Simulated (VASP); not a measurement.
Input of a VASP 6.6.1 run:

File INCAR:

```
SYSTEM = As
  PREC = Accurate
  ENCUT = 600
  EDIFF = 1E-6
  ISMEAR = 0
  SIGMA = 0.011
  LREAL = .False.
  LASPH = .True.
  NELM = 120
  ALGO = Normal
  ISIF = 2
  LWAVE = .False.
  LCHARG = .False.
  GGA = PE
  NBANDS = 22
  GGA_COMPAT = .False.
```

The input KPOINTS:

```
regular mesh
0
Gamma
  9 9 9
  0 0 0
```

Contents of POSCAR:

```
As
1.0
    1.8807968987      1.0858785957      3.5140619945
   -1.8807968987      1.0858785957      3.5140619945
    0.0000000000     -2.1717571915      3.5140619945
As
2
Direct
    0.2260000000      0.2260000000      0.2260000000
    0.7740000000      0.7740000000      0.7740000000
```

Potentials or basis: VASP PAW PBE potentials, release 64 (As_d).

Run with:

```sh
$ cat potpaw_PBE.64/As_d/POTCAR > POTCAR
$ mpirun -np 1 vasp_std > vasp.out
```

Q: What does it give for the band gap on the k mesh?

A: Zero (band 15 reaches 3.83 eV, above the bottom of band 16 at 3.73 eV).

Q: Predict the largest force.

A: 0.445 eV/Å.

Stress tensor (GPa, compression positive):
```
3.91 0.00 0.00
0.00 3.91 0.00
0.00 0.00 3.44
```
